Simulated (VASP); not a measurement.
Write the native input for VASP 6.6.1 that does the following.

```yaml
Task: electric field gradients
Functional: PBEsol
Potentials_or_basis: VASP PAW PBE potentials, release 64 (K_sv, Pd)
Cutoff: 520 eV
k_mesh: 10 × 10 × 10
Occupations: fermi-dirac, width 0.05 eV
Spin: no spin polarisation
Dipole_correction: no
Further_INCAR_settings: ALGO = Normal; EDIFF = 1e-08; NBANDS = 16
```

The structure of KPd (CsCl type) lies in POSCAR:

```
KPd
1.0
    3.6593028929      0.0000000000      0.0000000000
    0.0000000000      3.6593028929      0.0000000000
    0.0000000000      0.0000000000      3.6593028929
K Pd
1 1
Direct
    0.0000000000      0.0000000000      0.0000000000
    0.5000000000      0.5000000000      0.5000000000
```

These files were run (other wordings do the same):

INCAR

```
  ALGO = Normal
  EDIFF = 1E-8
  ENCUT = 520
  GGA = PS
  ISIF = 2
  ISMEAR = -1
  LASPH = True
  LCHARG = False
  LEFG = True
  LREAL = False
  LWAVE = False
  NBANDS = 16
  NELM = 60
  PREC = Accurate
  SIGMA = 0.05
```

KPOINTS

```
k-points
0
Gamma
  10 10 10
```

Potentials or basis: VASP PAW PBE potentials, release 64 (K_sv, Pd).

Launch:

```console
$ cat potpaw_PBE.64/K_sv/POTCAR potpaw_PBE.64/Pd/POTCAR > POTCAR
$ mpirun -np 1 vasp_std > vasp.out
```

It gave:

* Pressure: 0.1 GPa

Caveat: without QUAD_EFG the Cq values of the log hold for a quadrupole moment of 1 mb, not for the nuclei; the PAW data sets were made with another functional, which shifts forces and pressure a little.

Run time: 38 s on 1 thread of Intel(R) Xeon(R) Platinum 8259CL CPU @ 2.50GHz (Skylake/Cascade Lake) (shared host), peak memory 0.18 GiB.
